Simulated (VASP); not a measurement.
# GaN (P6_3mc) in VASP: notebook

The runs below take GaN through single point, with LDA.

Everything below comes from runs of VASP 6.6.1. Logs are shortened: lines on timing, memory, paths and dates and some standing lists are left out, and cuts for length are marked.

## Step 1: The cell of the first run

The structure is hexagonal, space group P6_3mc (No. 186). The conventional cell has a = 3.084 Å, b = 3.084 Å, c = 5.030 Å, α = 90.00°, β = 90.00°, γ = 120.00°. Ga (site symmetry 3m) has 4 N at 1.89 Å within 2.5 Å. Within 2.5 Å of N (site symmetry 3m) lie 4 Ga at 1.89 Å.

## Step 2: Single point, LDA

Input file INCAR:

```
SYSTEM = GaN
PREC = Accurate
ENCUT = 520
EDIFF = 1E-7
ISMEAR = 0
SIGMA = 0.01
LREAL = .False.
LASPH = .True.
NELM = 60
ALGO = Normal
ISIF = 2
LWAVE = .False.
LCHARG = .False.
NBANDS = 26
```

Input file KPOINTS:

```
regular mesh
0
Gamma
  8 8 4
  0 0 0
```

Input file POSCAR:

```
GaN
1.0
    3.0844845212      0.0000000000      0.0000000000
   -1.5422422606      2.6712419530      0.0000000000
    0.0000000000      0.0000000000      5.0304932754
Ga N
2 2
Direct
    0.3333333333      0.6666666667     -0.0005608263
    0.6666666667      0.3333333333      0.4994391737
    0.3333333333      0.6666666667      0.3755608263
    0.6666666667      0.3333333333      0.8755608263
```

Potentials or basis: VASP PAW LDA potentials, release 64 (Ga_d, N).

Command:

```bash
$ cat potpaw_LDA.64/Ga_d/POTCAR potpaw_LDA.64/N/POTCAR > POTCAR
$ mpirun -np 1 vasp_std > vasp.out
```

OUTCAR:

```text
SYSTEM = GaN
   PREC = Accurate
   ENCUT = 520
   EDIFF = 1E-7
   ISMEAR = 0
   LREAL = .False.
   LASPH = .True.
   NELM = 60
   ISIF = 2

 ion  position               nearest neighbor table
   1  0.333  0.667  0.999-   4 1.89   4 1.89   4 1.89   3 1.89
   2  0.667  0.333  0.499-   3 1.89   3 1.89   3 1.89   4 1.89
   3  0.333  0.667  0.376-   2 1.89   2 1.89   2 1.89   1 1.89
   4  0.667  0.333  0.876-   1 1.89   1 1.89   1 1.89   2 1.89

  LATTYP: Found a hexagonal cell.
 ALAT       =     3.0844845212
 C/A-ratio  =     1.6309024217

  Lattice vectors:

 A1 = (   3.0844845212,   0.0000000000,   0.0000000000)
 A2 = (  -1.5422422606,   2.6712419530,   0.0000000000)
 A3 = (   0.0000000000,   0.0000000000,   5.0304932754)

Analysis of symmetry for initial positions (statically):
=====================================================================
 Subroutine PRICEL returns:
 Original cell was already a primitive cell.

 Routine SETGRP: Setting up the symmetry group for a
 hexagonal supercell.

 Subroutine GETGRP returns: Found 12 space group operations
 (whereof  6 operations were pure point group operations)
 out of a pool of 24 trial point group operations.

The static configuration has the point symmetry C_3v.
 The point group associated with its full space group is C_6v.

Analysis of symmetry for dynamics (positions and initial velocities):
=====================================================================
 Subroutine PRICEL returns:
 Original cell was already a primitive cell.

 Routine SETGRP: Setting up the symmetry group for a
 hexagonal supercell.

 Subroutine GETGRP returns: Found 12 space group operations
 (whereof  6 operations were pure point group operations)
 out of a pool of 24 trial point group operations.

The dynamic configuration has the point symmetry C_3v.
 The point group associated with its full space group is C_6v.

 Subroutine INISYM returns: Found 12 space group operations
 (whereof  6 operations are pure point group operations),
 and found     1 'primitive' translations

----------------------------------------------------------------------------------------

                                     Primitive cell

  volume of cell :      41.4483

  direct lattice vectors                    reciprocal lattice vectors
     3.084484521  0.000000000  0.000000000     0.324203280  0.187178851  0.000000000
    -1.542242261  2.671241953  0.000000000     0.000000000  0.374357702  0.000000000
     0.000000000  0.000000000  5.030493275     0.000000000  0.000000000  0.198787663

  length of vectors
     3.084484521  3.084484521  5.030493275     0.374357702  0.374357702  0.198787663

  position of ions in fractional coordinates (direct lattice)
     0.333333333  0.666666667  0.999439174
     0.666666667  0.333333333  0.499439174
     0.333333333  0.666666667  0.375560826
     0.666666667  0.333333333  0.875560826

  ion indices of the primitive-cell ions
   primitive index   ion index
                 1           1
                 2           2
                 3           3
                 4           4

----------------------------------------------------------------------------------------

 KPOINTS: regular mesh

Automatic generation of k-mesh.
 Grid dimensions read from file:
 generate k-points for:    8    8    4

 Generating k-lattice:

  Cartesian coordinates                     Fractional coordinates (reciprocal lattice)
     0.040525410  0.023397356  0.000000000     0.125000000 -0.000000000  0.000000000
     0.000000000  0.046794713  0.000000000     0.000000000  0.125000000  0.000000000
     0.000000000  0.000000000  0.049696916     0.000000000  0.000000000  0.250000000

  Length of vectors
     0.046794713  0.046794713  0.049696916

  Shift w.r.t. Gamma in fractional coordinates (k-lattice)
     0.000000000  0.000000000  0.000000000

 Subroutine IBZKPT returns following result:
 ===========================================

 Found     30 irreducible k-points:

 Following reciprocal coordinates:
            Coordinates               Weight
  0.000000  0.000000  0.000000      1.000000
  0.125000  0.000000  0.000000      6.000000
  0.250000  0.000000  0.000000      6.000000
  0.375000 -0.000000  0.000000      6.000000
  0.500000  0.000000  0.000000      3.000000
  0.125000  0.125000  0.000000      6.000000
[... 16 lines left out ...]
  0.250000  0.000000  0.500000      6.000000
  0.375000 -0.000000  0.500000      6.000000
 [... further k-points ...]
   k-points           NKPTS =     30   k-points in BZ     NKDIM =     30   number of bands    NBANDS=     26
   number of dos      NEDOS =    301   number of ions     NIONS =      4
   total plane-waves  NPLWV =  23040
   dimension x,y,z NGX =    24 NGY =   24 NGZ =   40
   dimension x,y,z NGXF=    48 NGYF=   48 NGZF=   80
   ions per type =               2   2
   NGX,Y,Z   is equivalent  to a cutoff of  12.94, 12.94, 13.22 a.u.
   NGXF,Y,Z  is equivalent  to a cutoff of  25.87, 25.87, 26.44 a.u.
 SYSTEM =  GaN
   PREC   = accura    normal or accurate (medium, high low for compatibility)
   ISTART =      0    job   : 0-new  1-cont  2-samecut
   ICHARG =      2    charge: 1-file 2-atom 10-const
   ISPIN  =      1    spin polarized calculation?
   LNONCOLLINEAR =      F non collinear calculations
   LSORBIT =      F    spin-orbit coupling
   LASPH  =      T    aspherical Exc in radial PAW
   ENCUT  =  520.0 eV  38.22 Ry    6.18 a.u.   5.74  5.74  9.35*2*pi/ulx,y,z
   NELM   =     60;   NELMIN=  2; NELMDL= -5     # of ELM steps
   EDIFF  = 0.1E-06   stopping-criterion for ELM
   LREAL  =      F    real-space projection
   EDIFFG = 0.1E-05   stopping-criterion for IOM
   NSW    =      0    number of steps for IOM
   IBRION =     -1    ionic relax: 0-MD 1-quasi-New 2-CG
   NFREE  =      0    steps in history (QN), initial steepest desc. (CG)
   ISIF   =      2    stress and relaxation
   ISYM   =      2    0-nonsym 1-usesym 2-fastsym
   POTIM  = 0.5000    time-step for ionic-motion
   TEBEG  =    0.0;   TEEND  =   0.0 temperature during run
   PSTRESS=    0.0 pullay stress
   NELECT =      36.0000    total number of electrons
   NUPDOWN=      -1.0000    fix difference up-down
   EMIN   =  10.00;   EMAX   =-10.00  energy-range for DOS
   EFERMI =   0.00;   METHOD = LEGACY
   ISMEAR =     0;   SIGMA  =   0.01  broadening in eV -4-tet -1-fermi 0-gaus
   EFERMI_NEDOS =   21; number of points for ismear=-14 and -15
   IALGO  =     38    algorithm
   IMIX   =      4    mixing-type and parameters
     AMIX     =   0.40;   BMIX     =  1.00
     AMIX_MAG =   1.60;   BMIX_MAG =  1.00
  volume/ion in A,a.u.               =      10.36        69.93
  Fermi-wavevector in a.u.,A,eV,Ry     =   1.561973  2.951701 33.194947  2.439760
  Thomas-Fermi vector in A             =   2.664960
   LORBIT       =      0    0 simple, 1 ext, 2 COOP (PROOUT), +10 PAW based schemes
   GGA     = CA    functional components
   LHFCALC =     F    Hartree Fock is set to
   AEXX    =    0.0000 exact exchange contribution
   IVDW    =     0    specifies the selected vdW correction
   LEPSILON=     F    determine dielectric tensor
   LRPA    =     F    only Hartree local field effects (RPA)
 non-spin polarized calculation
 Gauss-broadening in eV      SIGMA  =   0.01
  energy-cutoff  :      520.00
  volume of cell :       41.45
 maximum number of plane-waves:      1132
 NGX is ok and might be reduce to    24
   NGX = 11   NGY = 11   NGZ = 19

 number of electron      35.9999994 magnetization

 Free energy of the ion-electron system (eV)
  ---------------------------------------------------
  ext. energy  EPLUGINS =         0.00000000
  ---------------------------------------------------
  free energy    TOTEN  =       -27.76404745 eV

  energy without entropy =      -27.76404745  energy(sigma->0) =      -27.76404745

 E-fermi :   6.3042     XC(G=0): -12.6510

 val. band max:        6.2069632128   @ k =   0.0000   0.0000   0.0000
 cond. band min:       8.7831653783   @ k =   0.0000   0.0000   0.0000
 fundamental gap:      2.5762021655
 Fermi energy:         6.3042279336

 k-point     1 :       0.0000    0.0000    0.0000
  band No.  band energies     occupation
      1     -10.5417      2.00000
      2      -9.3365      2.00000
      3      -7.4782      2.00000
      4      -7.4572      2.00000
      5      -7.4572      2.00000
      6      -7.3755      2.00000
[... 18 lines left out ...]
     25      18.4739      0.00000
     26      18.4739      0.00000

 k-point     2 :       0.1250    0.0000    0.0000
  band No.  band energies     occupation
      1     -10.3588      2.00000
      2      -9.2857      2.00000
      3      -7.4583      2.00000
      4      -7.4291      2.00000
      5      -7.4146      2.00000
      6      -7.3530      2.00000
[... 18 lines left out ...]
     25      17.9917      0.00000
     26      18.8283      0.00000

 k-point     3 :       0.2500    0.0000    0.0000
  band No.  band energies     occupation
      1      -9.9122      2.00000
      2      -9.1872      2.00000
      3      -7.4082      2.00000
      4      -7.3792      2.00000
      5      -7.3138      2.00000
      6      -7.2393      2.00000
[... 18 lines left out ...]
     25      18.0182      0.00000
     26      19.5410      0.00000

 k-point     4 :       0.3750   -0.0000    0.0000
  band No.  band energies     occupation
      1      -9.4987      2.00000
      2      -9.1235      2.00000
      3      -7.3975      2.00000
      4      -7.3604      2.00000
      5      -7.2565      2.00000
      6      -7.1783      2.00000
[... 18 lines left out ...]
     25      18.4815      0.00000
     26      20.2219      0.00000

 k-point     5 :       0.5000    0.0000    0.0000
  band No.  band energies     occupation
      1      -9.3527      2.00000
      2      -9.1079      2.00000
      3      -7.4061      2.00000
      4      -7.3601      2.00000
      5      -7.2362      2.00000
      6      -7.1876      2.00000
[... 18 lines left out ...]
     25      19.0107      0.00000
     26      20.3217      0.00000

 k-point     6 :       0.1250    0.1250    0.0000
  band No.  band energies     occupation
      1     -10.0423      2.00000
      2      -9.2124      2.00000
      3      -7.4092      2.00000
      4      -7.4000      2.00000
      5      -7.3313      2.00000
      6      -7.3179      2.00000
[... 427 lines left out ...]
 k-point    21 :       0.0000    0.0000    0.5000
  band No.  band energies     occupation
      1      -9.8348      2.00000
      2      -9.8348      2.00000
      3      -7.4299      2.00000
      4      -7.4299      2.00000
      5      -7.4299      2.00000
      6      -7.4299      2.00000
[... 18 lines left out ...]
     25      17.0144      0.00000
     26      17.0144      0.00000

 k-point    22 :       0.1250    0.0000    0.5000
  band No.  band energies     occupation
      1      -9.7099      2.00000
      2      -9.7099      2.00000
      3      -7.4125      2.00000
      4      -7.4125      2.00000
      5      -7.3942      2.00000
      6      -7.3942      2.00000
[... 18 lines left out ...]
     25      17.4605      0.00000
     26      17.4605      0.00000

 k-point    23 :       0.2500    0.0000    0.5000
  band No.  band energies     occupation
      1      -9.4384      2.00000
      2      -9.4384      2.00000
      3      -7.3831      2.00000
      4      -7.3831      2.00000
      5      -7.3130      2.00000
      6      -7.3130      2.00000
[... 18 lines left out ...]
     25      18.3412      0.00000
     26      18.3412      0.00000

 k-point    24 :       0.3750   -0.0000    0.5000
  band No.  band energies     occupation
      1      -9.2297      2.00000
      2      -9.2297      2.00000
      3      -7.3986      2.00000
      4      -7.3986      2.00000
      5      -7.2483      2.00000
      6      -7.2483      2.00000
[... 18 lines left out ...]
     25      18.8769      0.00000
     26      18.8769      0.00000

 [... further k-points ...]

------------------------ aborting loop because EDIFF is reached ----------------------------------------

  FORCE on cell =-STRESS in cart. coord.  units (eV):
  Direction    XX          YY          ZZ          XY          YZ          ZX
  --------------------------------------------------------------------------------------
  -------------------------------------------------------------------------------------
  Total        4.2463091      4.2463091      4.2517751      0.0000000     -0.0000000     -0.0000000
  in kB      164.1405155    164.1405155    164.3518015      0.0000000     -0.0000000     -0.0000000
  external PRESSURE =     164.2109442 kB  Pullay stress =       0.0000000 kB

 VOLUME and BASIS-vectors are now :
 -----------------------------------------------------------------------------
  energy-cutoff  :      520.00
  volume of cell :       41.45
      direct lattice vectors                 reciprocal lattice vectors
     3.084484521  0.000000000  0.000000000     0.324203280  0.187178851  0.000000000
    -1.542242261  2.671241953  0.000000000     0.000000000  0.374357702  0.000000000
     0.000000000  0.000000000  5.030493275     0.000000000  0.000000000  0.198787663

 POSITION                                       TOTAL-FORCE (eV/Angst)
 -----------------------------------------------------------------------------------
     -0.00000      1.78083      5.02767        -0.000000     -0.000000      0.001614
      1.54224      0.89041      2.51243         0.000000     -0.000000      0.001614
     -0.00000      1.78083      1.88926        -0.000000      0.000000     -0.001614
      1.54224      0.89041      4.40450        -0.000000     -0.000000     -0.001614
 -----------------------------------------------------------------------------------
    total drift:                                0.000000      0.000001     -0.000259

  FREE ENERGIE OF THE ION-ELECTRON SYSTEM (eV)
  ---------------------------------------------------
  free  energy   TOTEN  =       -27.7640474487 eV

  energy  without entropy=      -27.7640474487  energy(sigma->0) =      -27.76404745
```

It took 22 s on 1 thread of Intel Xeon Platinum 8488C (Sapphire Rapids), shared host; peak memory 0.15 GiB.

What came out:

```
Free energy            : -27.7640 eV
Pressure               : 16.4 GPa
Band gap on the k mesh : 2.58 eV
```

Caveat: the cell stands under pressure.

## Step 3: Single point, LDA

This run uses another cell than the first one, of 10.57 Å³/atom.

Input file INCAR:

```
ALGO     = Normal         # electronic algorithm
EDIFF    = 1E-6           # SCF threshold, eV
ENCUT    = 520            # plane-wave cutoff, eV
ISIF     = 2              # what is computed and relaxed
ISMEAR   = 0              # smearing method
LASPH    = True           # aspherical terms in the spheres
LCHARG   = False          # write CHGCAR
LREAL    = False          # projectors in reciprocal space
LWAVE    = False          # write WAVECAR
NBANDS   = 26             # bands
NELM     = 100            # most SCF steps
PREC     = Accurate       # precision mode
SIGMA    = 0.01           # smearing width, eV
```

Input file KPOINTS:

```
k-points
0
Gamma
  8 8 4
```

Input file POSCAR:

```
GaN
1.0
    3.1049025721      0.0000000000      0.0000000000
   -1.5524512860      2.6889245037      0.0000000000
    0.0000000000      0.0000000000      5.0628527215
Ga N
2 2
Direct
    0.3333333333      0.6666666667     -0.0006110749
    0.6666666667      0.3333333333      0.4993889251
    0.3333333333      0.6666666667      0.3756110749
    0.6666666667      0.3333333333      0.8756110749
```

Potentials or basis: VASP PAW LDA potentials, release 64 (Ga_d, N).

Command:

```bash
$ cat potpaw_LDA.64/Ga_d/POTCAR potpaw_LDA.64/N/POTCAR > POTCAR
$ mpirun -np 1 vasp_std > vasp.out
```

OUTCAR:

```text
EDIFF = 1E-6
   ENCUT = 520
   ISIF = 2
   ISMEAR = 0
   LASPH = True
   LREAL = False
   NELM = 100
   PREC = Accurate

 ion  position               nearest neighbor table
   1  0.333  0.667  0.999-   4 1.90   4 1.90   4 1.90   3 1.90
   2  0.667  0.333  0.499-   3 1.90   3 1.90   3 1.90   4 1.90
   3  0.333  0.667  0.376-   2 1.90   2 1.90   2 1.90   1 1.90
   4  0.667  0.333  0.876-   1 1.90   1 1.90   1 1.90   2 1.90

  LATTYP: Found a hexagonal cell.
 ALAT       =     3.1049025721
 C/A-ratio  =     1.6305995451

[... 888 lines left out ...]
     26      18.4887      0.00000

 [... further k-points ...]
[... 5 lines left out ...]
  --------------------------------------------------------------------------------------
  -------------------------------------------------------------------------------------
  Total        2.9925153      2.9925153      2.9969902      0.0000000      0.0000000      0.0000000
  in kB      113.4292552    113.4292552    113.5988726      0.0000000      0.0000000      0.0000000
  external PRESSURE =     113.4857943 kB  Pullay stress =       0.0000000 kB

 VOLUME and BASIS-vectors are now :
 -----------------------------------------------------------------------------
  energy-cutoff  :      520.00
  volume of cell :       42.27
      direct lattice vectors                 reciprocal lattice vectors
     3.104902572  0.000000000  0.000000000     0.322071297  0.185947950  0.000000000
    -1.552451286  2.688924504  0.000000000     0.000000000  0.371895901  0.000000000
     0.000000000  0.000000000  5.062852721     0.000000000  0.000000000  0.197517103

 POSITION                                       TOTAL-FORCE (eV/Angst)
 -----------------------------------------------------------------------------------
     -0.00000      1.79262      5.05976        -0.000000     -0.000000      0.001586
      1.55245      0.89631      2.52833        -0.000000      0.000000      0.001586
     -0.00000      1.79262      1.90166         0.000000     -0.000000     -0.001586
      1.55245      0.89631      4.43309        -0.000000      0.000000     -0.001586
 -----------------------------------------------------------------------------------
    total drift:                                0.000000      0.000000      0.000224

  FREE ENERGIE OF THE ION-ELECTRON SYSTEM (eV)
  ---------------------------------------------------
  free  energy   TOTEN  =       -27.8354604683 eV

  energy  without entropy=      -27.8354604683  energy(sigma->0) =      -27.83546047
```

OSZICAR:

```text
N       E                     dE             d eps       ncg     rms          rms(c)
DAV:   1     0.272987131941E+03    0.27299E+03   -0.17898E+04  1738   0.265E+03
DAV:   2     0.145248619036E+01   -0.27153E+03   -0.25634E+03  1688   0.482E+02
DAV:   3    -0.311647642968E+02   -0.32617E+02   -0.32137E+02  1804   0.138E+02
DAV:   4    -0.321807249953E+02   -0.10160E+01   -0.10114E+01  1846   0.254E+01
DAV:   5    -0.321991122597E+02   -0.18387E-01   -0.18372E-01  1870   0.335E+00    0.111E+01
DAV:   6    -0.278653907570E+02    0.43337E+01   -0.10096E+01  2590   0.530E+01    0.317E+00
DAV:   7    -0.278972025970E+02   -0.31812E-01   -0.13728E+00  1668   0.834E+00    0.264E+00
DAV:   8    -0.278581336940E+02    0.39069E-01   -0.23396E-01  2576   0.554E+00    0.125E+00
DAV:   9    -0.278349135899E+02    0.23220E-01   -0.67013E-02  2530   0.425E+00    0.323E-01
DAV:  10    -0.278356726219E+02   -0.75903E-03   -0.54410E-03  1648   0.548E-01    0.143E-01
DAV:  11    -0.278354628794E+02    0.20974E-03   -0.94433E-04  2348   0.578E-01    0.517E-02
DAV:  12    -0.278354810860E+02   -0.18207E-04   -0.13272E-04  1642   0.717E-02    0.769E-02
DAV:  13    -0.278354658664E+02    0.15220E-04   -0.13769E-05  2256   0.556E-02    0.439E-02
DAV:  14    -0.278354611498E+02    0.47166E-05   -0.82716E-06  2274   0.286E-02    0.198E-02
DAV:  15    -0.278354604683E+02    0.68151E-06   -0.16183E-06  1090   0.856E-03
   1 F= -.27835460E+02 E0= -.27835460E+02  d E =-.659881E-31
```

stdout:

```text
POSCAR found type information on POSCAR GaN
 POSCAR found :  2 types and       4 ions
 scaLAPACK will be used
 LDA part: xc-table for (Slater(with rela. corr.)+CA(PZ))
 , standard interpolation
 POSCAR, INCAR and KPOINTS ok, starting setup
 FFT: planning ... GRIDC
 FFT: planning ... GRID_SOFT
 FFT: planning ... GRID
 WAVECAR not read
 entering main loop
```

Wall time 18 s (1 thread of Intel Xeon Platinum 8488C (Sapphire Rapids), shared host); peak memory 0.15 GiB.

What came out:

| Item | Value |
| --- | --- |
| Free energy | -27.8355 eV |
| Pressure | 11.3 GPa |
| Band gap on the k mesh | 2.45 eV |

Caveat: the cell stands under pressure.

[end of part 1 of 2]
